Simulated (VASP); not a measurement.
# KF (Fm-3m) in VASP: single point with HF

Aim: the single point of KF with HF.

All numbers are computed with VASP 6.6.1; they aren't measurements. Logs are shortened: lines on timing, memory, paths and dates and some standing lists are left out, and cuts for length are marked.

**1. The cell of the first run**

It takes space group Fm-3m (No. 225, cubic). Conventional cell: a = 5.318 Å, b = 5.318 Å, c = 5.318 Å, α = 90.00°, β = 90.00°, γ = 90.00°. K (site symmetry m-3m) has 6 F at 2.66 Å within 3.5 Å. F (site symmetry m-3m) has 6 K at 2.66 Å within 3.5 Å.

**2. Single point, HF**

Contents of POSCAR:

```
KF
1.0
    0.0000000000      2.6589614660      2.6589614660
    2.6589614660      0.0000000000      2.6589614660
    2.6589614660      2.6589614660      0.0000000000
K F
1 1
Direct
    0.0000000000      0.0000000000      0.0000000000
    0.5000000000      0.5000000000      0.5000000000
```

Contents of INCAR.step1:

```
PREC = Accurate ; ENCUT = 520
EDIFF = 1E-5 ; ISMEAR = 0
SIGMA = 0.01 ; LREAL = F
LASPH = T ; NELM = 80
ALGO = Normal ; ISIF = 2
LWAVE = T ; LCHARG = F
NBANDS = 15 ; GGA = PE
```

Contents of INCAR.step2:

```
PREC = Accurate ; ENCUT = 520
EDIFF = 1E-6 ; ISMEAR = 0
SIGMA = 0.01 ; LREAL = F
LASPH = T ; NELM = 80
ALGO = Normal ; ISIF = 2
LWAVE = F ; LCHARG = F
GGA = PE ; LHFCALC = T
AEXX = 1.0 ; ALDAC = 0.0
AGGAC = 0.0 ; PRECFOCK = Normal
NBANDS = 15 ; ISTART = 1
```

Contents of KPOINTS:

```
regular mesh
0
Gamma
  6 6 6
```

Potentials or basis: VASP PAW PBE potentials, release 64 (K_sv, F).

Started as:

```
> cat potpaw_PBE.64/K_sv/POTCAR potpaw_PBE.64/F/POTCAR > POTCAR
> cp INCAR.step1 INCAR
> mpirun -np 1 vasp_std > vasp.out
> cp INCAR.step2 INCAR
> mpirun -np 1 vasp_std > vasp.out
```

OUTCAR:

```text
PREC = Accurate
   ENCUT = 520
   EDIFF = 1E-6
   ISMEAR = 0
   LREAL = F
   LASPH = T
   NELM = 80
   ISIF = 2
   GGA = PE
   LHFCALC = T
   AEXX = 1.0
   PRECFOCK = Normal
   ISTART = 1

 ion  position               nearest neighbor table
   1  0.000  0.000  0.000-   2 2.66   2 2.66   2 2.66   2 2.66   2 2.66   2 2.66
   2  0.500  0.500  0.500-   1 2.66   1 2.66   1 2.66   1 2.66   1 2.66   1 2.66

  LATTYP: Found a face centered cubic cell.
 ALAT       =     5.3179229320

  Lattice vectors:

 A1 = (   0.0000000000,   2.6589614660,   2.6589614660)
 A2 = (   2.6589614660,   0.0000000000,   2.6589614660)
 A3 = (   2.6589614660,   2.6589614660,   0.0000000000)

Analysis of symmetry for initial positions (statically):
=====================================================================
 Subroutine PRICEL returns:
 Original cell was already a primitive cell.

 Routine SETGRP: Setting up the symmetry group for a
 face centered cubic supercell.

 Subroutine GETGRP returns: Found 48 space group operations
 (whereof 48 operations were pure point group operations)
 out of a pool of 48 trial point group operations.

The static configuration has the point symmetry O_h .

Analysis of symmetry for dynamics (positions and initial velocities):
=====================================================================
 Subroutine PRICEL returns:
 Original cell was already a primitive cell.

 Routine SETGRP: Setting up the symmetry group for a
 face centered cubic supercell.

 Subroutine GETGRP returns: Found 48 space group operations
 (whereof 48 operations were pure point group operations)
 out of a pool of 48 trial point group operations.

The dynamic configuration has the point symmetry O_h .

 Subroutine INISYM returns: Found 48 space group operations
 (whereof 48 operations are pure point group operations),
 and found     1 'primitive' translations

----------------------------------------------------------------------------------------

                                     Primitive cell

  volume of cell :      37.5981

  direct lattice vectors                    reciprocal lattice vectors
     0.000000000  2.658961466  2.658961466    -0.188043342  0.188043342  0.188043342
     2.658961466  0.000000000  2.658961466     0.188043342 -0.188043342  0.188043342
     2.658961466  2.658961466  0.000000000     0.188043342  0.188043342 -0.188043342

  length of vectors
     3.760339367  3.760339367  3.760339367     0.325700622  0.325700622  0.325700622

  position of ions in fractional coordinates (direct lattice)
     0.000000000  0.000000000  0.000000000
     0.500000000  0.500000000  0.500000000

  ion indices of the primitive-cell ions
   primitive index   ion index
                 1           1
                 2           2

----------------------------------------------------------------------------------------

 KPOINTS: regular mesh

Automatic generation of k-mesh.
 Grid dimensions read from file:
 generate k-points for:    6    6    6

 Generating k-lattice:

  Cartesian coordinates                     Fractional coordinates (reciprocal lattice)
    -0.031340557  0.031340557  0.031340557     0.166666667  0.000000000  0.000000000
     0.031340557 -0.031340557  0.031340557     0.000000000  0.166666667  0.000000000
     0.031340557  0.031340557 -0.031340557     0.000000000  0.000000000  0.166666667

  Length of vectors
     0.054283437  0.054283437  0.054283437

  Shift w.r.t. Gamma in fractional coordinates (k-lattice)
     0.000000000  0.000000000  0.000000000

 Subroutine IBZKPT returns following result:
 ===========================================

 Found     16 irreducible k-points:

 Following reciprocal coordinates:
            Coordinates               Weight
  0.000000  0.000000  0.000000      1.000000
  0.166667  0.000000  0.000000      8.000000
  0.333333  0.000000  0.000000      8.000000
  0.500000  0.000000  0.000000      4.000000
  0.166667  0.166667  0.000000      6.000000
  0.333333  0.166667  0.000000     24.000000
[... 8 lines left out ...]
 -0.333333  0.333333  0.166667     24.000000
 -0.333333  0.500000  0.166667     12.000000
   k-points           NKPTS =     16   k-points in BZ     NKDIM =    216   number of bands    NBANDS=     15
   number of dos      NEDOS =    301   number of ions     NIONS =      2
   total plane-waves  NPLWV =  21952
   dimension x,y,z NGX =    28 NGY =   28 NGZ =   28
   dimension x,y,z NGXF=    56 NGYF=   56 NGZF=   56
   ions per type =               1   1
   NGX,Y,Z   is equivalent  to a cutoff of  12.38, 12.38, 12.38 a.u.
   NGXF,Y,Z  is equivalent  to a cutoff of  24.76, 24.76, 24.76 a.u.
 SYSTEM =  unknown system
   PREC   = accura    normal or accurate (medium, high low for compatibility)
   ISTART =      1    job   : 0-new  1-cont  2-samecut
   ICHARG =      0    charge: 1-file 2-atom 10-const
   ISPIN  =      1    spin polarized calculation?
   LNONCOLLINEAR =      F non collinear calculations
   LSORBIT =      F    spin-orbit coupling
   LASPH  =      T    aspherical Exc in radial PAW
   ENCUT  =  520.0 eV  38.22 Ry    6.18 a.u.   6.99  6.99  6.99*2*pi/ulx,y,z
   NELM   =     80;   NELMIN=  2; NELMDL=  0     # of ELM steps
   EDIFF  = 0.1E-05   stopping-criterion for ELM
   LREAL  =      F    real-space projection
   EDIFFG = 0.1E-04   stopping-criterion for IOM
   NSW    =      0    number of steps for IOM
   IBRION =     -1    ionic relax: 0-MD 1-quasi-New 2-CG
   NFREE  =      0    steps in history (QN), initial steepest desc. (CG)
   ISIF   =      2    stress and relaxation
   ISYM   =      3    0-nonsym 1-usesym 2-fastsym
   POTIM  = 0.5000    time-step for ionic-motion
   TEBEG  =    0.0;   TEEND  =   0.0 temperature during run
   PSTRESS=    0.0 pullay stress
   NELECT =      16.0000    total number of electrons
   NUPDOWN=      -1.0000    fix difference up-down
   EMIN   =  10.00;   EMAX   =-10.00  energy-range for DOS
   EFERMI =   0.00;   METHOD = LEGACY
   ISMEAR =     0;   SIGMA  =   0.01  broadening in eV -4-tet -1-fermi 0-gaus
   EFERMI_NEDOS =   21; number of points for ismear=-14 and -15
   IALGO  =     38    algorithm
   IMIX   =      1    mixing-type and parameters
     AMIX     =   0.40;   BMIX     =  1.00
     AMIX_MAG =   1.60;   BMIX_MAG =  1.00
  volume/ion in A,a.u.               =      18.80       126.86
  Fermi-wavevector in a.u.,A,eV,Ry     =   1.231382  2.326974 20.630534  1.516302
  Thomas-Fermi vector in A             =   2.366194
   LORBIT       =      0    0 simple, 1 ext, 2 COOP (PROOUT), +10 PAW based schemes
   GGA     = PE    functional components
   LHFCALC =     T    Hartree Fock is set to
   PRECFOCK=normal    Normal, Fast or Accurate (Low or Medium for compatibility)
   ENCUT4O =  -1.0   cutoff for four orbital integrals eV
   NKREDX  =     1    reduce k-point grid by
   NKREDY  =     1    reduce k-point grid by
   NKREDZ  =     1    reduce k-point grid by
   AEXX    =    1.0000 exact exchange contribution
   HFSCREEN=    0.0000 screening length (either q_TF or 0.3 A-1)
   HFSCREENC=   0.0000 screening length for correlation (either q_TF or 0.3 A-1)
   ENCUTFOCK=  -1.0 apply spherical cutoff to Coloumb kernel
   IVDW    =     0    specifies the selected vdW correction
   LEPSILON=     F    determine dielectric tensor
   LRPA    =     F    only Hartree local field effects (RPA)
 non-spin polarized calculation
 Gauss-broadening in eV      SIGMA  =   0.01
  energy-cutoff  :      520.00
  volume of cell :       37.60
 maximum number of plane-waves:      1020
  NGX = 24; NGY = 24; NGZ = 24

 number of electron      16.0000010 magnetization

 Free energy of the ion-electron system (eV)
  ---------------------------------------------------
  ext. energy  EPLUGINS =         0.00000000
  ---------------------------------------------------
  free energy    TOTEN  =       -16.32438401 eV

  energy without entropy =      -16.32438401  energy(sigma->0) =      -16.32438401

 E-fermi :  -9.7261     XC(G=0):   0.0000

 val. band max:       -9.9250430707   @ k =   0.0000   0.0000   0.0000
 cond. band min:       7.6475939950   @ k =   0.0000   0.0000   0.0000
 fundamental gap:     17.5726370658
 Fermi energy:        -9.7261268433

 k-point     1 :       0.0000    0.0000    0.0000
  band No.  band energies     occupation
      1     -41.5412      2.00000
      2     -34.5971      2.00000
      3     -19.3359      2.00000
      4     -19.3359      2.00000
      5     -19.3359      2.00000
      6      -9.9250      2.00000
      7      -9.9250      2.00000
      8      -9.9250      2.00000
      9       7.6476      0.00000
     10      13.4493      0.00000
     11      13.4493      0.00000
     12      13.4493      0.00000
     13      15.9696      0.00000
     14      15.9696      0.00000
     15      18.0388      0.00000

 k-point     2 :       0.1667    0.0000    0.0000
  band No.  band energies     occupation
      1     -41.5078      2.00000
      2     -34.6252      2.00000
      3     -19.4069      2.00000
      4     -19.3396      2.00000
      5     -19.3396      2.00000
      6     -10.1396      2.00000
      7     -10.0220      2.00000
      8     -10.0220      2.00000
      9       8.4422      0.00000
     10      12.6975      0.00000
     11      13.9181      0.00000
     12      13.9181      0.00000
     13      16.3033      0.00000
     14      16.3033      0.00000
     15      19.9139      0.00000
[... 221 lines left out ...]
      3     -19.7724      2.00000
      4     -19.7196      2.00000
      5     -19.4061      2.00000
      6     -10.4202      2.00000
      7     -10.1165      2.00000
      8     -10.0837      2.00000
      9      11.5566      0.00000
     10      11.8747      0.00000
     11      14.6382      0.00000
     12      16.9660      0.00000
     13      17.2922      0.00000
     14      18.7995      0.00000
     15      19.2429      0.00000

 k-point    16 :      -0.3333    0.5000    0.1667
  band No.  band energies     occupation
      1     -41.3784      2.00000
      2     -34.6623      2.00000
      3     -19.9453      2.00000
      4     -19.7251      2.00000
      5     -19.4624      2.00000
      6     -10.2654      2.00000
      7     -10.0268      2.00000
      8      -9.9853      2.00000
      9      10.8525      0.00000
     10      12.6760      0.00000
     11      13.9693      0.00000
     12      17.1956      0.00000
     13      18.6097      0.00000
     14      18.6602      0.00000
     15      19.1624      0.00000

------------------------ aborting loop because EDIFF is reached ----------------------------------------

  FORCE on cell =-STRESS in cart. coord.  units (eV):
  Direction    XX          YY          ZZ          XY          YZ          ZX
  --------------------------------------------------------------------------------------
  -------------------------------------------------------------------------------------
  Total        0.5791433      0.5791433      0.5791433      0.0000000     -0.0000000      0.0000000
  in kB       24.6791659     24.6791659     24.6791659      0.0000000     -0.0000000      0.0000000
  external PRESSURE =      24.6791659 kB  Pullay stress =       0.0000000 kB

 VOLUME and BASIS-vectors are now :
 -----------------------------------------------------------------------------
  energy-cutoff  :      520.00
  volume of cell :       37.60
      direct lattice vectors                 reciprocal lattice vectors
     0.000000000  2.658961466  2.658961466    -0.188043342  0.188043342  0.188043342
     2.658961466  0.000000000  2.658961466     0.188043342 -0.188043342  0.188043342
     2.658961466  2.658961466  0.000000000     0.188043342  0.188043342 -0.188043342

 POSITION                                       TOTAL-FORCE (eV/Angst)
 -----------------------------------------------------------------------------------
      0.00000      0.00000      0.00000         0.000000      0.000000      0.000000
      2.65896      2.65896      2.65896        -0.000000     -0.000000      0.000000
 -----------------------------------------------------------------------------------
    total drift:                                0.000000      0.000000      0.000000

  FREE ENERGIE OF THE ION-ELECTRON SYSTEM (eV)
  ---------------------------------------------------
  free  energy   TOTEN  =       -16.3243840064 eV

  energy  without entropy=      -16.3243840064  energy(sigma->0) =      -16.32438401
```

Wall time 79 min (1 thread of Intel Xeon 8259CL, shared host); peak memory 0.19 GiB.

Results:

| Property | Result |
| --- | --- |
| Free energy | -16.3244 eV |
| Pressure | 2.5 GPa |
| Band gap on the k mesh | 17.57 eV |

Caveat: the PAW data sets were made with another functional, which shifts forces and pressure a little.
